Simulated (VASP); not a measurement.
# Cr (Im-3m) in VASP: single point with PBEsol

Aim: the single point of Cr with PBEsol.

Program: VASP 6.6.1. These are calculated values, not measurements. Logs are shortened: lines on timing, memory, paths and dates and some standing lists are left out, and cuts for length are marked.

## (1) The cell of the first run

It takes space group Im-3m (No. 229, cubic). Conventional cell: a = 2.818 Å, b = 2.818 Å, c = 2.818 Å, α = 90.00°, β = 90.00°, γ = 90.00°. Within 3.2 Å of Cr (site symmetry m-3m) lie 14 Cr at 2.44 to 2.82 Å.

## (2) Single point, PBEsol, collinear spin, antiferromagnetic start

File INCAR:

```
SYSTEM = Cr
PREC = Accurate
ENCUT = 520
EDIFF = 1E-6
ISMEAR = 1
SIGMA = 0.1
LREAL = .FALSE.
LASPH = .TRUE.
NELM = 150
ALGO = Fast
ISIF = 2
LWAVE = .FALSE.
LCHARG = .FALSE.
ISPIN = 2
MAGMOM = 1 -1
LORBIT = 11
LMAXMIX = 4
GGA = PS
NBANDS = 23
```

File KPOINTS:

```
regular mesh
0
G
  18 18 18
  0 0 0
```

File POSCAR:

```
Cr
1.0
    2.8181981156      0.0000000000      0.0000000000
    0.0000000000      2.8181981156      0.0000000000
    0.0000000000      0.0000000000      2.8181981156
Cr
2
Direct
    0.0000000000      0.0000000000      0.0000000000
    0.5000000000      0.5000000000      0.5000000000
```

Potentials or basis: VASP PAW PBE potentials, release 64 (Cr_pv).

Started as:

```
$ cat potpaw_PBE.64/Cr_pv/POTCAR > POTCAR
$ mpirun -np 1 vasp_std > vasp.out
```

OUTCAR:

```text
SYSTEM = Cr
   PREC = Accurate
   ENCUT = 520
   EDIFF = 1E-6
   ISMEAR = 1
   LREAL = .FALSE.
   LASPH = .TRUE.
   NELM = 150
   ISIF = 2
   ISPIN = 2
   LORBIT = 11
   GGA = PS

 ion  position               nearest neighbor table
   1  0.000  0.000  0.000-   2 2.44   2 2.44   2 2.44   2 2.44   2 2.44   2 2.44   2 2.44   2 2.44

   2  0.500  0.500  0.500-   1 2.44   1 2.44   1 2.44   1 2.44   1 2.44   1 2.44   1 2.44   1 2.44

  LATTYP: Found a simple cubic cell.
 ALAT       =     2.8181981156

  Lattice vectors:

 A1 = (   2.8181981156,   0.0000000000,   0.0000000000)
 A2 = (   0.0000000000,   2.8181981156,   0.0000000000)
 A3 = (   0.0000000000,   0.0000000000,   2.8181981156)

Analysis of symmetry for initial positions (statically):
=====================================================================
 Subroutine PRICEL returns following result:

  LATTYP: Found a body centered cubic cell.
 ALAT       =     2.8181981156

  Lattice vectors:

 A1 = (   1.4090990578,   1.4090990578,  -1.4090990578)
 A2 = (  -1.4090990578,   1.4090990578,   1.4090990578)
 A3 = (   1.4090990578,  -1.4090990578,   1.4090990578)

   2 primitive cells build up your supercell.

 Routine SETGRP: Setting up the symmetry group for a
 simple cubic supercell.

 Subroutine GETGRP returns: Found 48 space group operations
 (whereof 48 operations were pure point group operations)
 out of a pool of 48 trial point group operations.

The static configuration has the point symmetry O_h .

Analysis of symmetry for dynamics (positions and initial velocities):
=====================================================================
 Subroutine PRICEL returns following result:

  LATTYP: Found a body centered cubic cell.
 ALAT       =     2.8181981156

  Lattice vectors:

 A1 = (   1.4090990578,   1.4090990578,  -1.4090990578)
 A2 = (  -1.4090990578,   1.4090990578,   1.4090990578)
 A3 = (   1.4090990578,  -1.4090990578,   1.4090990578)

   2 primitive cells build up your supercell.

 Routine SETGRP: Setting up the symmetry group for a
 simple cubic supercell.

 Subroutine GETGRP returns: Found 48 space group operations
 (whereof 48 operations were pure point group operations)
 out of a pool of 48 trial point group operations.

The dynamic configuration has the point symmetry O_h .

Analysis of structural, dynamic, and magnetic symmetry:
=====================================================================
 Subroutine PRICEL returns following result:

  LATTYP: Found a body centered cubic cell.
 ALAT       =     2.8181981156

  Lattice vectors:

 A1 = (   1.4090990578,   1.4090990578,  -1.4090990578)
 A2 = (  -1.4090990578,   1.4090990578,   1.4090990578)
 A3 = (   1.4090990578,  -1.4090990578,   1.4090990578)

   2 primitive cells build up your supercell.

 Routine SETGRP: Setting up the symmetry group for a
 simple cubic supercell.

 Subroutine GETGRP returns: Found 48 space group operations
 (whereof 48 operations were pure point group operations)
 out of a pool of 48 trial point group operations.

The overall configuration has the point symmetry O_h .

 Subroutine INISYM returns: Found 48 space group operations
 (whereof 48 operations are pure point group operations),
 and found     2 'primitive' translations

----------------------------------------------------------------------------------------

                                     Primitive cell

  volume of cell :      11.1914

  direct lattice vectors                    reciprocal lattice vectors
     1.409099058  1.409099058 -1.409099058     0.354836658  0.354836658  0.000000000
    -1.409099058  1.409099058  1.409099058     0.000000000  0.354836658  0.354836658
     1.409099058 -1.409099058  1.409099058     0.354836658  0.000000000  0.354836658

  length of vectors
     2.440631161  2.440631161  2.440631161     0.501814814  0.501814814  0.501814814

  position of ions in fractional coordinates (direct lattice)
     0.000000000  0.000000000  0.000000000

  ion indices of the primitive-cell ions
   primitive index   ion index
                 1           1

----------------------------------------------------------------------------------------

 KPOINTS: regular mesh

Automatic generation of k-mesh.
 Grid dimensions read from file:
 generate k-points for:   18   18   18

 Generating k-lattice:

  Cartesian coordinates                     Fractional coordinates (reciprocal lattice)
     0.019713148  0.000000000  0.000000000     0.055555556  0.000000000  0.000000000
     0.000000000  0.019713148  0.000000000     0.000000000  0.055555556  0.000000000
     0.000000000  0.000000000  0.019713148     0.000000000  0.000000000  0.055555556

  Length of vectors
     0.019713148  0.019713148  0.019713148

  Shift w.r.t. Gamma in fractional coordinates (k-lattice)
     0.000000000  0.000000000  0.000000000

 Subroutine IBZKPT returns following result:
 ===========================================

 Found    220 irreducible k-points:

 Following reciprocal coordinates:
            Coordinates               Weight
  0.000000  0.000000  0.000000      1.000000
  0.055556  0.000000  0.000000      6.000000
  0.111111  0.000000  0.000000      6.000000
  0.166667  0.000000  0.000000      6.000000
  0.222222  0.000000  0.000000      6.000000
  0.277778  0.000000  0.000000      6.000000
[... 16 lines left out ...]
  0.277778  0.111111  0.000000     24.000000
  0.333333  0.111111  0.000000     24.000000
 [... further k-points ...]
   k-points           NKPTS =    220   k-points in BZ     NKDIM =    220   number of bands    NBANDS=     23
   number of dos      NEDOS =    301   number of ions     NIONS =      2
   total plane-waves  NPLWV =  13824
   dimension x,y,z NGX =    24 NGY =   24 NGZ =   24
   dimension x,y,z NGXF=    48 NGYF=   48 NGZF=   48
   ions per type =               2
   NGX,Y,Z   is equivalent  to a cutoff of  14.16, 14.16, 14.16 a.u.
   NGXF,Y,Z  is equivalent  to a cutoff of  28.32, 28.32, 28.32 a.u.
 SYSTEM =  Cr
   PREC   = accura    normal or accurate (medium, high low for compatibility)
   ISTART =      0    job   : 0-new  1-cont  2-samecut
   ICHARG =      2    charge: 1-file 2-atom 10-const
   ISPIN  =      2    spin polarized calculation?
   LNONCOLLINEAR =      F non collinear calculations
   LSORBIT =      F    spin-orbit coupling
   LASPH  =      T    aspherical Exc in radial PAW
   ENCUT  =  520.0 eV  38.22 Ry    6.18 a.u.   5.24  5.24  5.24*2*pi/ulx,y,z
   NELM   =    150;   NELMIN=  2; NELMDL= -5     # of ELM steps
   EDIFF  = 0.1E-05   stopping-criterion for ELM
   LREAL  =      F    real-space projection
[... 7 lines left out ...]
   TEBEG  =    0.0;   TEEND  =   0.0 temperature during run
   PSTRESS=    0.0 pullay stress
   NELECT =      24.0000    total number of electrons
   NUPDOWN=      -1.0000    fix difference up-down
   EMIN   =  10.00;   EMAX   =-10.00  energy-range for DOS
   EFERMI =   0.00;   METHOD = LEGACY
   ISMEAR =     1;   SIGMA  =   0.10  broadening in eV -4-tet -1-fermi 0-gaus
   EFERMI_NEDOS =   21; number of points for ismear=-14 and -15
   IALGO  =     68    algorithm
   IMIX   =      4    mixing-type and parameters
     AMIX     =   0.40;   BMIX     =  1.00
     AMIX_MAG =   1.60;   BMIX_MAG =  1.00
  volume/ion in A,a.u.               =      11.19        75.52
  Fermi-wavevector in a.u.,A,eV,Ry     =   1.675613  3.166449 38.200792  2.807679
  Thomas-Fermi vector in A             =   2.760201
   LORBIT       =     11    0 simple, 1 ext, 2 COOP (PROOUT), +10 PAW based schemes
   GGA     = PS    functional components
   LHFCALC =     F    Hartree Fock is set to
   AEXX    =    0.0000 exact exchange contribution
   IVDW    =     0    specifies the selected vdW correction
   LEPSILON=     F    determine dielectric tensor
   LRPA    =     F    only Hartree local field effects (RPA)
 spin polarized calculation
 RMM-DIIS sequential band-by-band and
 Methfessel and Paxton  Order N= 1 SIGMA  =   0.10
  energy-cutoff  :      520.00
  volume of cell :       22.38
 maximum number of plane-waves:       624
 NGX is ok and might be reduce to    24
   NGX = 11   NGY = 11   NGZ = 11

 number of electron      24.0000013 magnetization       0.0000000

 number of electron      24.0000013 magnetization      -0.0000000

 Free energy of the ion-electron system (eV)
  ---------------------------------------------------
  ext. energy  EPLUGINS =         0.00000000
  ---------------------------------------------------
  free energy    TOTEN  =       -20.48561747 eV

  energy without entropy =      -20.48626427  energy(sigma->0) =      -20.48583307

 E-fermi :  11.2557     XC(G=0): -14.0141

 val. band max:       11.2552095320   @ k =   0.4444   0.1111   0.1111
 cond. band min:      11.2596549638   @ k =   0.2222   0.1667   0.0000
 fundamental gap:      0.0044454318
 Fermi energy:        11.2556986159

 spin component 1

 k-point     1 :       0.0000    0.0000    0.0000
  band No.  band energies     occupation
      1     -32.0259      1.00000
      2     -32.0259      1.00000
      3     -32.0259      1.00000
      4     -31.0971      1.00000
      5     -31.0971      1.00000
      6     -31.0971      1.00000
[... 15 lines left out ...]
     22      22.1460      0.00000
     23      29.1119      0.00000
[... 575 lines left out ...]
      1     -32.1008      1.00000
      2     -31.9246      1.00000
      3     -31.8979      1.00000
      4     -31.3627      1.00000
      5     -31.2048      1.00000
      6     -31.1756      1.00000
[... 15 lines left out ...]
     22      26.8712      0.00000
     23      29.6573      0.00000

 [... further k-points ...]

 spin component 2

 k-point     1 :       0.0000    0.0000    0.0000
  band No.  band energies     occupation
      1     -32.0259      1.00000
      2     -32.0259      1.00000
      3     -32.0259      1.00000
      4     -31.0971      1.00000
      5     -31.0971      1.00000
      6     -31.0971      1.00000
[... 15 lines left out ...]
     22      22.1460      0.00000
     23      29.1119      0.00000
[... 575 lines left out ...]
      1     -32.1008      1.00000
      2     -31.9246      1.00000
      3     -31.8979      1.00000
      4     -31.3627      1.00000
      5     -31.2048      1.00000
      6     -31.1756      1.00000
[... 15 lines left out ...]
     22      26.8712      0.00000
     23      29.6500      0.00000

 [... further k-points ...]
[... 5 lines left out ...]
  --------------------------------------------------------------------------------------
  -------------------------------------------------------------------------------------
  Total       -0.0177913     -0.0177913     -0.0177913      0.0000000     -0.0000000      0.0000000
  in kB       -1.2735163     -1.2735163     -1.2735163      0.0000000     -0.0000000      0.0000000
  external PRESSURE =      -1.2735163 kB  Pullay stress =       0.0000000 kB

 VOLUME and BASIS-vectors are now :
 -----------------------------------------------------------------------------
  energy-cutoff  :      520.00
  volume of cell :       22.38
      direct lattice vectors                 reciprocal lattice vectors
     2.818198116  0.000000000  0.000000000     0.354836658  0.000000000  0.000000000
     0.000000000  2.818198116  0.000000000     0.000000000  0.354836658  0.000000000
     0.000000000  0.000000000  2.818198116     0.000000000  0.000000000  0.354836658

 POSITION                                       TOTAL-FORCE (eV/Angst)
 -----------------------------------------------------------------------------------
      0.00000      0.00000      0.00000        -0.000000     -0.000000     -0.000000
      1.40910      1.40910      1.40910         0.000000      0.000000      0.000000
 -----------------------------------------------------------------------------------
    total drift:                                0.000000      0.000000     -0.000000

  FREE ENERGIE OF THE ION-ELECTRON SYSTEM (eV)
  ---------------------------------------------------
  free  energy   TOTEN  =       -20.4856174699 eV

  energy  without entropy=      -20.4862642679  energy(sigma->0) =      -20.48583307

 total charge

# of ion       s       p       d       tot
------------------------------------------
    1        0.442   6.427   4.258  11.127
    2        0.442   6.427   4.258  11.127
--------------------------------------------------
tot          0.884  12.854   8.516  22.254

 magnetization (x)

# of ion       s       p       d       tot
------------------------------------------
    1        0.006   0.003   0.604   0.613
    2       -0.006  -0.003  -0.604  -0.613
--------------------------------------------------
tot          0.000   0.000   0.000   0.000
```

It took 6.6 min on 1 thread of AMD EPYC 7R13, shared host; peak memory 0.24 GiB.

What came out:

```
Free energy                                           : -20.4856 eV
Pressure                                              : -0.1 GPa
Band gap on the k mesh                                : zero (filled and empty bands overlap)
Net moment                                            : 0.00 μB per cell
Site moments                                          : Cr +0.61, -0.61 μB
Valence electrons inside the program's atomic spheres : Cr 11.13
```

Levels at points of the mesh, in eV from the Fermi level:
Spin up:
```
           k point  band 8  band 9  band 10  band 11  band 12  band 13  band 14  band 15  band 16  band 17
(0.00, 0.00, 0.00)   -4.51   -4.51    -0.92    -0.92    -0.92     1.23     1.23     2.67     2.67     2.67
(0.50, 0.00, 0.00)   -3.94   -2.09    -1.69    -0.64    -0.64    -0.09    -0.09     0.47     1.09     2.50
(0.50, 0.50, 0.00)   -4.54   -2.54    -2.54     1.18     1.22     1.22     1.31     1.33     1.84     3.08
(0.50, 0.50, 0.50)   -2.55   -2.55    -2.18    -2.18    -2.18     1.40     1.40     1.90     1.90     6.75
```
Spin down:
```csv
k point,band 10,band 11,band 12,band 13,band 14,band 15
"(0.00, 0.00, 0.00)",-0.92,-0.92,-0.92,1.23,1.23,2.67
"(0.50, 0.00, 0.00)",-1.69,-0.64,-0.64,-0.09,-0.09,0.47
"(0.50, 0.50, 0.00)",-2.54,1.18,1.22,1.22,1.31,1.33
"(0.50, 0.50, 0.50)",-2.18,-2.18,-2.18,1.40,1.40,1.90
```

Caveat: an empty level that is flat over the whole mesh can mark a ghost state of the potentials, or a narrow d or f band; the antiferromagnetic order is the one typed at the start, and another may lie lower; the PAW data sets were made with another functional, which shifts forces and pressure a little.
